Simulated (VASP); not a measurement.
# Cs2Sb2PdBr4 (I4/mmm) in VASP: a series of runs

Cs2Sb2PdBr4 is run at these levels: PBE, PBE+D3(BJ); tasks: single point.

Everything below comes from runs of VASP 6.6.1. Logs are shortened: lines on timing, memory, paths and dates and some standing lists are left out, and cuts for length are marked.

## (1) The cell of the first run

The structure is tetragonal, space group I4/mmm (No. 139). The conventional cell has a = 8.258 Å, b = 8.258 Å, c = 8.838 Å, α = 90.00°, β = 90.00°, γ = 90.00°. Within 3.1 Å of Pd (site symmetry 4/mmm) lie 4 Br at 2.38 Å and 2 Sb at 3.08 Å. Within 3.5 Å of Sb (site symmetry 4mm) lie 1 Sb at 2.68 Å and 1 Pd at 3.08 Å. Cs (site symmetry -4m2) has 8 Br at 3.70 Å and 4 Sb at 4.22 Å and 2 Cs at 4.42 Å and 4 Pd at 4.68 Å within 4.9 Å. Within 3.1 Å of Br (site symmetry m2m) lie 1 Pd at 2.38 Å.

## (2) Single point, PBE

File INCAR:

```
  PREC = Accurate
  ENCUT = 520
  EDIFF = 1E-6
  ISMEAR = -1
  SIGMA = 0.1
  LREAL = False
  LASPH = True
  NELM = 100
  ALGO = Normal
  ISIF = 2
  LWAVE = False
  LCHARG = False
  GGA = PE
  NBANDS = 43
```

File KPOINTS:

```
regular mesh
0
Gamma
  3 3 3
```

File POSCAR:

```
Cs2Sb2PdBr4
1.0
   -4.1292150000      4.1292150000      4.4189540000
    4.1292150000     -4.1292150000      4.4189540000
    4.1292150000      4.1292150000     -4.4189540000
Pd Sb Cs Br
1 2 2 4
Direct
    0.0000000000      0.0000000000      0.0000000000
    0.3481500000      0.3481500000      0.0000000000
    0.6518500000      0.6518500000      0.0000000000
    0.7500000000      0.2500000000      0.5000000000
    0.2500000000      0.7500000000      0.5000000000
    0.2035600000      0.2035600000      0.4071200000
    0.2035600000      0.7964400000      0.0000000000
    0.7964400000      0.7964400000      0.5928800000
    0.7964400000      0.2035600000      0.0000000000
```

Potentials or basis: VASP PAW PBE potentials, release 64 (Pd, Sb, Cs_sv, Br).

On the command line:

```bash
> cat potpaw_PBE.64/Pd/POTCAR potpaw_PBE.64/Sb/POTCAR potpaw_PBE.64/Cs_sv/POTCAR potpaw_PBE.64/Br/POTCAR > POTCAR
> mpirun -np 1 vasp_std > vasp.out
```

OUTCAR:

```text
PREC = Accurate
   ENCUT = 520
   EDIFF = 1E-6
   ISMEAR = -1
   LREAL = False
   LASPH = True
   NELM = 100
   ISIF = 2
   GGA = PE

 ion  position               nearest neighbor table
   1  0.000  0.000  0.000-   6 2.38   8 2.38   7 2.38   9 2.38   2 3.08   3 3.08
   2  0.348  0.348  0.000-   3 2.68   1 3.08
   3  0.652  0.652  0.000-   2 2.68   1 3.08
   4  0.750  0.250  0.500-
   5  0.250  0.750  0.500-
   6  0.204  0.204  0.407-   1 2.38
   7  0.204  0.796  0.000-   1 2.38
   8  0.796  0.796  0.593-   1 2.38
   9  0.796  0.204  0.000-   1 2.38

  LATTYP: Found a body centered tetragonal cell.
 ALAT       =     8.2584300000
 C/A-ratio  =     1.0701680586

  Lattice vectors:

 A1 = (  -4.1292150000,   4.1292150000,   4.4189540000)
 A2 = (   4.1292150000,  -4.1292150000,   4.4189540000)
 A3 = (   4.1292150000,   4.1292150000,  -4.4189540000)

Analysis of symmetry for initial positions (statically):
=====================================================================
 Subroutine PRICEL returns:
 Original cell was already a primitive cell.

 Routine SETGRP: Setting up the symmetry group for a
 body centered tetragonal supercell.

 Subroutine GETGRP returns: Found 16 space group operations
 (whereof 16 operations were pure point group operations)
 out of a pool of 16 trial point group operations.

The static configuration has the point symmetry D_4h.

Analysis of symmetry for dynamics (positions and initial velocities):
=====================================================================
 Subroutine PRICEL returns:
 Original cell was already a primitive cell.

 Routine SETGRP: Setting up the symmetry group for a
 body centered tetragonal supercell.

 Subroutine GETGRP returns: Found 16 space group operations
 (whereof 16 operations were pure point group operations)
 out of a pool of 16 trial point group operations.

The dynamic configuration has the point symmetry D_4h.

 Subroutine INISYM returns: Found 16 space group operations
 (whereof 16 operations are pure point group operations),
 and found     1 'primitive' translations

----------------------------------------------------------------------------------------

                                     Primitive cell
[... 88 lines left out ...]
   EDIFFG = 0.1E-04   stopping-criterion for IOM
   NSW    =      0    number of steps for IOM
   IBRION =     -1    ionic relax: 0-MD 1-quasi-New 2-CG
   NFREE  =      0    steps in history (QN), initial steepest desc. (CG)
   ISIF   =      2    stress and relaxation
   ISYM   =      2    0-nonsym 1-usesym 2-fastsym
   POTIM  = 0.5000    time-step for ionic-motion
   TEBEG  =    0.0;   TEEND  =   0.0 temperature during run
   PSTRESS=    0.0 pullay stress
   NELECT =      66.0000    total number of electrons
   NUPDOWN=      -1.0000    fix difference up-down
   EMIN   =  10.00;   EMAX   =-10.00  energy-range for DOS
   EFERMI =   0.00;   METHOD = LEGACY
   ISMEAR =    -1;   SIGMA  =   0.10  broadening in eV -4-tet -1-fermi 0-gaus
   EFERMI_NEDOS =   21; number of points for ismear=-14 and -15
   IALGO  =     38    algorithm
   IMIX   =      4    mixing-type and parameters
     AMIX     =   0.40;   BMIX     =  1.00
     AMIX_MAG =   1.60;   BMIX_MAG =  1.00
  volume/ion in A,a.u.               =      33.49       225.98
  Fermi-wavevector in a.u.,A,eV,Ry     =   0.986775  1.864734 13.248322  0.973724
  Thomas-Fermi vector in A             =   2.118180
   LORBIT       =      0    0 simple, 1 ext, 2 COOP (PROOUT), +10 PAW based schemes
   GGA     = PE    functional components
   LHFCALC =     F    Hartree Fock is set to
   AEXX    =    0.0000 exact exchange contribution
   IVDW    =     0    specifies the selected vdW correction
   LEPSILON=     F    determine dielectric tensor
   LRPA    =     F    only Hartree local field effects (RPA)
 non-spin polarized calculation
  energy-cutoff  :      520.00
  volume of cell :      301.38
 maximum number of plane-waves:      8165
 NGX is ok and might be reduce to    54
   NGX = 27   NGY = 27   NGZ = 27

 number of electron      65.9999993 magnetization

 Free energy of the ion-electron system (eV)
  ---------------------------------------------------
  ext. energy  EPLUGINS =         0.00000000
  ---------------------------------------------------
  free energy    TOTEN  =       -27.46583910 eV

  energy without entropy =      -27.36574989  energy(sigma->0) =      -27.41579449

 E-fermi :   3.2411     XC(G=0):  -8.6007

 val. band max:        3.1472799026   @ k =  -0.3333   0.3333   0.0000
 cond. band min:       3.4123561227   @ k =   0.3333   0.3333  -0.0000
 fundamental gap:      0.2650762201
 Fermi energy:         3.2410797473

 k-point     1 :       0.0000    0.0000    0.0000
  band No.  band energies     occupation
      1     -18.4827      2.00000
      2     -18.4419      2.00000
      3     -12.4906      2.00000
      4     -12.0098      2.00000
      5     -12.0098      2.00000
      6     -11.9437      2.00000
[... 265 lines left out ...]
     42       8.2366      0.00000
     43       8.5216      0.00000

------------------------ aborting loop because EDIFF is reached ----------------------------------------

  FORCE on cell =-STRESS in cart. coord.  units (eV):
  Direction    XX          YY          ZZ          XY          YZ          ZX
  --------------------------------------------------------------------------------------
  -------------------------------------------------------------------------------------
  Total       10.1013456     10.1013456      1.5361519      0.0000000     -0.0000000      0.0000000
  in kB       53.7001311     53.7001311      8.1663929      0.0000000     -0.0000000      0.0000000
  external PRESSURE =      38.5222183 kB  Pullay stress =       0.0000000 kB

 VOLUME and BASIS-vectors are now :
 -----------------------------------------------------------------------------
  energy-cutoff  :      520.00
  volume of cell :      301.38
      direct lattice vectors                 reciprocal lattice vectors
    -4.129215000  4.129215000  4.418954000     0.000000000  0.121088391  0.113148949
     4.129215000 -4.129215000  4.418954000     0.121088391  0.000000000  0.113148949
     4.129215000  4.129215000 -4.418954000     0.121088391  0.121088391  0.000000000

 POSITION                                       TOTAL-FORCE (eV/Angst)
 -----------------------------------------------------------------------------------
      0.00000      0.00000      0.00000        -0.000000      0.000000      0.000000
      0.00000      0.00000      3.07692         0.000000      0.000000      1.172457
      0.00000      0.00000      5.76099        -0.000000     -0.000000     -1.172457
      0.00000      4.12922      2.20948        -0.000000      0.000000      0.000000
      4.12922      0.00000      2.20948         0.000000     -0.000000      0.000000
      1.68109      1.68109      0.00000         1.050837      1.050837     -0.000000
      2.44813     -2.44813      4.41895        -1.050837      1.050837      0.000000
      2.44813      2.44813      4.41895        -1.050837     -1.050837      0.000000
     -2.44813      2.44813      4.41895         1.050837     -1.050837      0.000000
 -----------------------------------------------------------------------------------
    total drift:                                0.000000      0.000000      0.000000

  FREE ENERGIE OF THE ION-ELECTRON SYSTEM (eV)
  ---------------------------------------------------
  free  energy   TOTEN  =       -27.4658391040 eV

  energy  without entropy=      -27.3657498851  energy(sigma->0) =      -27.41579449
```

OSZICAR:

```text
N       E                     dE             d eps       ncg     rms          rms(c)
DAV:   1     0.466201890648E+03    0.46620E+03   -0.26393E+04   516   0.129E+03
DAV:   2     0.179860403615E+02   -0.44822E+03   -0.43334E+03   644   0.233E+02
DAV:   3    -0.274528999069E+02   -0.45439E+02   -0.44931E+02   608   0.825E+01
DAV:   4    -0.282948568440E+02   -0.84196E+00   -0.84001E+00   624   0.127E+01
DAV:   5    -0.283095788905E+02   -0.14722E-01   -0.14714E-01   645   0.168E+00    0.135E+01
DAV:   6    -0.277024430084E+02    0.60714E+00   -0.25589E+00   546   0.105E+01    0.962E+00
DAV:   7    -0.275280464040E+02    0.17440E+00   -0.14658E+00   570   0.854E+00    0.430E+00
DAV:   8    -0.274643282809E+02    0.63718E-01   -0.20549E-01   610   0.322E+00    0.960E-01
DAV:   9    -0.274656574000E+02   -0.13291E-02   -0.39528E-02   581   0.806E-01    0.398E-01
DAV:  10    -0.274654361434E+02    0.22126E-03   -0.54245E-03   592   0.408E-01    0.156E-01
DAV:  11    -0.274656925478E+02   -0.25640E-03   -0.60394E-04   610   0.119E-01    0.731E-02
DAV:  12    -0.274658258002E+02   -0.13325E-03   -0.17485E-04   549   0.757E-02    0.134E-02
DAV:  13    -0.274658385543E+02   -0.12754E-04   -0.27887E-05   640   0.231E-02    0.151E-02
DAV:  14    -0.274658391040E+02   -0.54974E-06   -0.71245E-06   600   0.998E-03
   1 F= -.27465839E+02 E0= -.27415794E+02  d E =-.100089E+00
```

Wall time 62 s (1 thread of AMD EPYC 9R45 (Zen 5), shared host); peak memory 0.42 GiB.

Results:

* Free energy: -27.4658 eV
* Pressure: 3.9 GPa
* Largest force: 1.486 eV/Å
* Band gap on the k mesh: 0.27 eV, indirect (least direct gap 0.37 eV)

Forces on the atoms (eV/Å):
```
Pd   0.000  0.000  0.000
Sb   0.000  0.000  1.172
Sb   0.000  0.000 -1.172
Cs   0.000  0.000  0.000
Cs   0.000  0.000  0.000
Br   1.051  1.051  0.000
Br  -1.051  1.051  0.000
Br  -1.051 -1.051  0.000
Br   1.051 -1.051  0.000
```

Caveat: spin-orbit coupling is left out, which moves the levels of the heavy elements; forces of over 1 eV/Å act on the atoms, so gaps and moduli don't describe the material at rest. A k mesh can miss the band edges.

## (3) Single point, PBE

File INCAR:

```
SYSTEM = Cs2Sb2PdBr4
  PREC = Accurate
  ENCUT = 520
  EDIFF = 1E-7
  ISMEAR = -4
  SIGMA = 0.1
  LREAL = .False.
  LASPH = .True.
  NELM = 60
  ALGO = Normal
  ISIF = 2
  LWAVE = .False.
  LCHARG = .True.
  GGA = PE
  LELF = .True.
  LVHAR = .True.
  NBANDS = 43
```

File KPOINTS:

```
regular mesh
0
Gamma
  3 3 3
  0 0 0
```

POSCAR is that of step 2.

Potentials or basis: VASP PAW PBE potentials, release 64 (Pd, Sb, Cs_sv, Br).

On the command line:

```bash
> cat potpaw_PBE.64/Pd/POTCAR potpaw_PBE.64/Sb/POTCAR potpaw_PBE.64/Cs_sv/POTCAR potpaw_PBE.64/Br/POTCAR > POTCAR
> mpirun -np 1 vasp_std > vasp.out
```

Wall time 70 s (1 thread of AMD EPYC 9R45 (Zen 5), shared host); peak memory 0.41 GiB.

The run converged. Its results:

```
Free energy            : -27.4202 eV
Pressure               : 4.0 GPa
Largest force          : 1.484 eV/Å
Band gap on the k mesh : 0.18 eV, indirect (least direct gap 0.28 eV)
```

Forces in eV/Å, atoms in the order of the input:
```
Pd   0.000  0.000  0.000
Sb   0.000  0.000  1.471
Sb   0.000  0.000 -1.471
Cs   0.000  0.000  0.000
Cs   0.000  0.000  0.000
Br   1.049  1.049  0.000
Br  -1.049  1.049  0.000
Br  -1.049 -1.049  0.000
Br   1.049 -1.049  0.000
```

Stress tensor (GPa, compression positive):
```
5.41 0.00 0.00
0.00 5.41 0.00
0.00 0.00 1.12
```

Levels at points of the mesh, in eV from the valence-band top:
```
           k point  band 29  band 30  band 31  band 32  band 33  band 34  band 35  band 36  band 37  band 38
(0.00, 0.00, 0.00)    -1.83    -1.82    -0.62    -0.62    -0.09     0.61     0.90     0.90     2.90     3.02
```

Caveat: spin-orbit coupling is left out, which moves the levels of the heavy elements; forces of over 1 eV/Å act on the atoms, so gaps and moduli don't describe the material at rest. A k mesh can miss the band edges.

(Part 1 of 2 ends here.)
